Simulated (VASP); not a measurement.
# Hf (Fm-3m) in VASP: further runs, part 2 of 2

VASP 6.6.1. The steps go on from the part before.

**4. Electric field gradients, LDA (volume scaled by 1.01)**

The input, INCAR:

```
PREC = Accurate ; ENCUT = 520
EDIFF = 1E-8 ; ISMEAR = -1
SIGMA = 0.03 ; LREAL = F
LASPH = T ; NELM = 100
ALGO = Normal ; ISIF = 2
LWAVE = F ; LCHARG = F
LEFG = T ; NBANDS = 11
```

The input, KPOINTS:

```
Automatic mesh
0
Gamma
  13 13 13
```

The input, POSCAR:

```
Hf
1.0
    0.0000000000      2.2273754695      2.2273754695
    2.2273754695      0.0000000000      2.2273754695
    2.2273754695      2.2273754695      0.0000000000
Hf
1
Direct
    0.0000000000      0.0000000000      0.0000000000
```

Potentials or basis: VASP PAW LDA potentials, release 64 (Hf_pv).

Started as:

```sh
$ cat potpaw_LDA.64/Hf_pv/POTCAR > POTCAR
$ mpirun -np 1 vasp_std > vasp.out
```

OUTCAR:

```text
PREC = Accurate
   ENCUT = 520
   EDIFF = 1E-8
   ISMEAR = -1
   LREAL = F
   LASPH = T
   NELM = 100
   ISIF = 2

 ion  position               nearest neighbor table
   1  0.000  0.000  0.000-

  LATTYP: Found a face centered cubic cell.
 ALAT       =     4.4547509390

  Lattice vectors:

 A1 = (   0.0000000000,   2.2273754695,   2.2273754695)
 A2 = (   2.2273754695,   0.0000000000,   2.2273754695)
 A3 = (   2.2273754695,   2.2273754695,   0.0000000000)

Analysis of symmetry for initial positions (statically):
=====================================================================
 Subroutine PRICEL returns:
 Original cell was already a primitive cell.

 Routine SETGRP: Setting up the symmetry group for a
 face centered cubic supercell.

 Subroutine GETGRP returns: Found 48 space group operations
 (whereof 48 operations were pure point group operations)
 out of a pool of 48 trial point group operations.

The static configuration has the point symmetry O_h .

Analysis of symmetry for dynamics (positions and initial velocities):
=====================================================================
 Subroutine PRICEL returns:
 Original cell was already a primitive cell.

 Routine SETGRP: Setting up the symmetry group for a
 face centered cubic supercell.

 Subroutine GETGRP returns: Found 48 space group operations
 (whereof 48 operations were pure point group operations)
 out of a pool of 48 trial point group operations.

The dynamic configuration has the point symmetry O_h .

 Subroutine INISYM returns: Found 48 space group operations
 (whereof 48 operations are pure point group operations),
 and found     1 'primitive' translations

----------------------------------------------------------------------------------------

                                     Primitive cell

  volume of cell :      22.1009

  direct lattice vectors                    reciprocal lattice vectors
     0.000000000  2.227375470  2.227375470    -0.224479441  0.224479441  0.224479441
     2.227375470  0.000000000  2.227375470     0.224479441 -0.224479441  0.224479441
     2.227375470  2.227375470  0.000000000     0.224479441  0.224479441 -0.224479441

  length of vectors
     3.149984597  3.149984597  3.149984597     0.388809797  0.388809797  0.388809797

  position of ions in fractional coordinates (direct lattice)
     0.000000000  0.000000000  0.000000000

  ion indices of the primitive-cell ions
   primitive index   ion index
                 1           1

----------------------------------------------------------------------------------------

 KPOINTS: Automatic mesh

Automatic generation of k-mesh.
 Grid dimensions read from file:
 generate k-points for:   13   13   13

 Generating k-lattice:

  Cartesian coordinates                     Fractional coordinates (reciprocal lattice)
    -0.017267649  0.017267649  0.017267649     0.076923077  0.000000000  0.000000000
     0.017267649 -0.017267649  0.017267649     0.000000000  0.076923077  0.000000000
     0.017267649  0.017267649 -0.017267649     0.000000000  0.000000000  0.076923077

[... 64 lines left out ...]
   POTIM  = 0.5000    time-step for ionic-motion
   TEBEG  =    0.0;   TEEND  =   0.0 temperature during run
   PSTRESS=    0.0 pullay stress
   NELECT =      10.0000    total number of electrons
   NUPDOWN=      -1.0000    fix difference up-down
   EMIN   =  10.00;   EMAX   =-10.00  energy-range for DOS
   EFERMI =   0.00;   METHOD = LEGACY
   ISMEAR =    -1;   SIGMA  =   0.03  broadening in eV -4-tet -1-fermi 0-gaus
   EFERMI_NEDOS =   21; number of points for ismear=-14 and -15
   IALGO  =     38    algorithm
   IMIX   =      4    mixing-type and parameters
     AMIX     =   0.40;   BMIX     =  1.00
     AMIX_MAG =   1.60;   BMIX_MAG =  1.00
  volume/ion in A,a.u.               =      22.10       149.14
  Fermi-wavevector in a.u.,A,eV,Ry     =   1.256815  2.375036 21.491549  1.579584
  Thomas-Fermi vector in A             =   2.390505
   LORBIT       =      0    0 simple, 1 ext, 2 COOP (PROOUT), +10 PAW based schemes
   GGA     = CA    functional components
   LHFCALC =     F    Hartree Fock is set to
   AEXX    =    0.0000 exact exchange contribution
   IVDW    =     0    specifies the selected vdW correction
   LEPSILON=     F    determine dielectric tensor
   LRPA    =     F    only Hartree local field effects (RPA)
 non-spin polarized calculation
  energy-cutoff  :      520.00
  volume of cell :       22.10
 maximum number of plane-waves:       609
   NGX = 11   NGY = 11   NGZ = 11

 number of electron      10.0000000 magnetization

 number of electron       9.9999999 magnetization

 Free energy of the ion-electron system (eV)
  ---------------------------------------------------
  ext. energy  EPLUGINS =         0.00000000
  ---------------------------------------------------
  free energy    TOTEN  =       -10.60387165 eV

  energy without entropy =      -10.59893492  energy(sigma->0) =      -10.60140328

 E-fermi :   4.6897     XC(G=0): -11.5282

 val. band max:        4.6781830198   @ k =  -0.2308   0.0769   0.0000
 cond. band min:       4.6927077879   @ k =  -0.3077   0.3077   0.0000
 fundamental gap:      0.0145247681
 Fermi energy:         4.6896865119

 k-point     1 :       0.0000    0.0000    0.0000
  band No.  band energies     occupation
      1     -25.1212      2.00000
      2     -25.1212      2.00000
      3     -25.1212      2.00000
      4      -2.4870      2.00000
      5       6.0308      0.00000
      6       6.0308      0.00000
      7       6.0308      0.00000
      8       8.8219      0.00000
      9       8.8219      0.00000
     10      16.1649      0.00000
     11      16.8474      0.00000
[... 309 lines left out ...]
 k-point    24 :       0.4615    0.1538    0.0000
  band No.  band energies     occupation
      1     -25.8772      2.00000
      2     -25.3327      2.00000
      3     -25.2813      2.00000
      4       1.5464      2.00000
      5       4.2790      2.00000
      6       5.3256      0.00000
      7       6.6131      0.00000
      8      10.7187      0.00000
      9      11.0809      0.00000
     10      14.3255      0.00000
     11      16.8553      0.00000

 [... further k-points ...]
[... 5 lines left out ...]
  --------------------------------------------------------------------------------------
  -------------------------------------------------------------------------------------
  Total       -0.8914571     -0.8914571     -0.8914571     -0.0000000      0.0000000      0.0000000
  in kB      -64.6250270    -64.6250270    -64.6250270     -0.0000000      0.0000000      0.0000000
  external PRESSURE =     -64.6250270 kB  Pullay stress =       0.0000000 kB

 VOLUME and BASIS-vectors are now :
 -----------------------------------------------------------------------------
  energy-cutoff  :      520.00
  volume of cell :       22.10
      direct lattice vectors                 reciprocal lattice vectors
     0.000000000  2.227375470  2.227375470    -0.224479441  0.224479441  0.224479441
     2.227375470  0.000000000  2.227375470     0.224479441 -0.224479441  0.224479441
     2.227375470  2.227375470  0.000000000     0.224479441  0.224479441 -0.224479441

 POSITION                                       TOTAL-FORCE (eV/Angst)
 -----------------------------------------------------------------------------------
      0.00000      0.00000      0.00000         0.000000     -0.000000      0.000000
 -----------------------------------------------------------------------------------
    total drift:                               -0.000000      0.000000      0.000000

  FREE ENERGIE OF THE ION-ELECTRON SYSTEM (eV)
  ---------------------------------------------------
  free  energy   TOTEN  =       -10.6038716471 eV

  energy  without entropy=      -10.5989349166  energy(sigma->0) =      -10.60140328

 Electric field gradients (V/A^2)
---------------------------------------------------------------------
 ion       V_xx      V_yy      V_zz      V_xy      V_xz      V_yz
---------------------------------------------------------------------
   1      -0.000     0.000     0.000    -0.000    -0.000    -0.000
---------------------------------------------------------------------

 Electric field gradients after diagonalization (V/A^2)
 (convention: |V_zz| > |V_xx| > |V_yy|)
----------------------------------------------------------------------
 ion       V_xx      V_yy      V_zz     asymmetry (V_yy - V_xx)/ V_zz
----------------------------------------------------------------------
   1       0.000     0.000    -0.001       0.000
----------------------------------------------------------------------

           NMR quadrupolar parameters

 Cq : quadrupolar parameter    Cq=e*Q*V_zz/h
 eta: asymmetry parameters     (V_yy - V_xx)/ V_zz
 Q  : nuclear electric quadrupole moment in mb (millibarn)
----------------------------------------------------------------------
 ion       Cq(MHz)       eta       Q (mb)
----------------------------------------------------------------------
   1      -0.000       0.000       1.000
----------------------------------------------------------------------
```

stdout:

```text
POSCAR found type information on POSCAR Hf
 POSCAR found :  1 types and       1 ions
 scaLAPACK will be used
 LDA part: xc-table for (Slater(with rela. corr.)+CA(PZ))
 , standard interpolation
 POSCAR, INCAR and KPOINTS ok, starting setup
 FFT: planning ... GRIDC
 FFT: planning ... GRID_SOFT
 FFT: planning ... GRID
 WAVECAR not read
 entering main loop
ion   1
```

Wall time 8.2 s (1 thread of Intel Xeon 6975P-C, shared host); peak memory 0.14 GiB.

What came out:

```
Free energy            : -10.6039 eV
Pressure               : -6.5 GPa
Band gap on the k mesh : zero (band 5 reaches 6.03 eV, above the bottom of band 6 at 4.15 eV)
```

Levels at points of the mesh, in eV from the Fermi level:
| k point | band 2 | band 3 | band 4 | band 5 | band 6 | band 7 | band 8 | band 9 |
| --- | --- | --- | --- | --- | --- | --- | --- | --- |
| (0.00, 0.00, 0.00) | -29.81 | -29.81 | -7.18 | 1.34 | 1.34 | 1.34 | 4.13 | 4.13 |

Caveat: without QUAD_EFG the Cq values of the log hold for a quadrupole moment of 1 mb, not for the nuclei; spin-orbit coupling is left out, which moves the levels of the heavy elements.

**5. Electric field gradients, LDA (volume scaled by 1.01)**

The input, INCAR:

```
SYSTEM = Hf
PREC = Accurate
ENCUT = 520
EDIFF = 1E-8
ISMEAR = -1
SIGMA = 0.03
LREAL = .FALSE.
LASPH = .TRUE.
NELM = 80
ALGO = Normal
ISIF = 2
LWAVE = .FALSE.
LCHARG = .FALSE.
GGA = CA
LEFG = .TRUE.
NBANDS = 11
```

The input, KPOINTS:

```
Automatic mesh
0
G
  13 13 13
  0 0 0
```

POSCAR is that of step 4.

Potentials or basis: VASP PAW LDA potentials, release 64 (Hf_pv).

Started as:

```sh
$ cat potpaw_LDA.64/Hf_pv/POTCAR > POTCAR
$ mpirun -np 1 vasp_std > vasp.out
```

OUTCAR:

```text
SYSTEM = Hf
   PREC = Accurate
   ENCUT = 520
   EDIFF = 1E-8
   ISMEAR = -1
   LREAL = .FALSE.
   LASPH = .TRUE.
   NELM = 80
   ISIF = 2
   GGA = CA

 ion  position               nearest neighbor table
   1  0.000  0.000  0.000-

  LATTYP: Found a face centered cubic cell.
 ALAT       =     4.4547509390

  Lattice vectors:

 A1 = (   0.0000000000,   2.2273754695,   2.2273754695)
 A2 = (   2.2273754695,   0.0000000000,   2.2273754695)
 A3 = (   2.2273754695,   2.2273754695,   0.0000000000)

Analysis of symmetry for initial positions (statically):
=====================================================================
 Subroutine PRICEL returns:
 Original cell was already a primitive cell.

 Routine SETGRP: Setting up the symmetry group for a
 face centered cubic supercell.

[... 518 lines left out ...]
  external PRESSURE =     -64.6250270 kB  Pullay stress =       0.0000000 kB

 VOLUME and BASIS-vectors are now :
 -----------------------------------------------------------------------------
  energy-cutoff  :      520.00
  volume of cell :       22.10
      direct lattice vectors                 reciprocal lattice vectors
     0.000000000  2.227375470  2.227375470    -0.224479441  0.224479441  0.224479441
     2.227375470  0.000000000  2.227375470     0.224479441 -0.224479441  0.224479441
     2.227375470  2.227375470  0.000000000     0.224479441  0.224479441 -0.224479441

 POSITION                                       TOTAL-FORCE (eV/Angst)
 -----------------------------------------------------------------------------------
      0.00000      0.00000      0.00000         0.000000     -0.000000      0.000000
 -----------------------------------------------------------------------------------
    total drift:                               -0.000000      0.000000      0.000000

  FREE ENERGIE OF THE ION-ELECTRON SYSTEM (eV)
  ---------------------------------------------------
  free  energy   TOTEN  =       -10.6038716471 eV

  energy  without entropy=      -10.5989349166  energy(sigma->0) =      -10.60140328

 Electric field gradients (V/A^2)
---------------------------------------------------------------------
 ion       V_xx      V_yy      V_zz      V_xy      V_xz      V_yz
---------------------------------------------------------------------
   1      -0.000     0.000     0.000    -0.000    -0.000    -0.000
---------------------------------------------------------------------

 Electric field gradients after diagonalization (V/A^2)
 (convention: |V_zz| > |V_xx| > |V_yy|)
----------------------------------------------------------------------
 ion       V_xx      V_yy      V_zz     asymmetry (V_yy - V_xx)/ V_zz
----------------------------------------------------------------------
   1       0.000     0.000    -0.001       0.000
----------------------------------------------------------------------

           NMR quadrupolar parameters

 Cq : quadrupolar parameter    Cq=e*Q*V_zz/h
 eta: asymmetry parameters     (V_yy - V_xx)/ V_zz
 Q  : nuclear electric quadrupole moment in mb (millibarn)
----------------------------------------------------------------------
 ion       Cq(MHz)       eta       Q (mb)
----------------------------------------------------------------------
   1      -0.000       0.000       1.000
----------------------------------------------------------------------
```

OSZICAR:

```text
N       E                     dE             d eps       ncg     rms          rms(c)
DAV:   1     0.129372649915E+02    0.12937E+02   -0.57736E+03  1848   0.844E+02
DAV:   2    -0.105323728437E+02   -0.23470E+02   -0.22843E+02  2447   0.158E+02
DAV:   3    -0.109654597845E+02   -0.43309E+00   -0.42819E+00  2309   0.145E+01
DAV:   4    -0.109670724196E+02   -0.16126E-02   -0.16124E-02  2160   0.105E+00
DAV:   5    -0.109670808391E+02   -0.84194E-05   -0.84185E-05  2331   0.674E-02    0.457E+01
DAV:   6    -0.106994804353E+02    0.26760E+00   -0.21748E-01  2112   0.332E+00    0.272E+01
DAV:   7    -0.106085642596E+02    0.90916E-01   -0.34404E-01  2100   0.395E+00    0.136E+00
DAV:   8    -0.106038509667E+02    0.47133E-02   -0.24892E-02  2117   0.111E+00    0.142E-01
DAV:   9    -0.106038731845E+02   -0.22218E-04   -0.38632E-04  2177   0.154E-01    0.471E-02
DAV:  10    -0.106038726246E+02    0.55988E-06   -0.24194E-05  2159   0.355E-02    0.506E-02
DAV:  11    -0.106038716441E+02    0.98050E-06   -0.25337E-06  2156   0.121E-02    0.313E-03
DAV:  12    -0.106038716471E+02   -0.29938E-08   -0.38942E-08  2169   0.176E-03
   1 F= -.10603872E+02 E0= -.10601403E+02  d E =-.493673E-02
```

Wall time 7.8 s (1 thread of Intel Xeon 6975P-C, shared host); peak memory 0.14 GiB.

Results:

```
Free energy            : -10.6039 eV
Pressure               : -6.5 GPa
Band gap on the k mesh : zero (band 5 reaches 6.03 eV, above the bottom of band 6 at 4.15 eV)
```

Caveat: without QUAD_EFG the Cq values of the log hold for a quadrupole moment of 1 mb, not for the nuclei; spin-orbit coupling is left out, which moves the levels of the heavy elements.
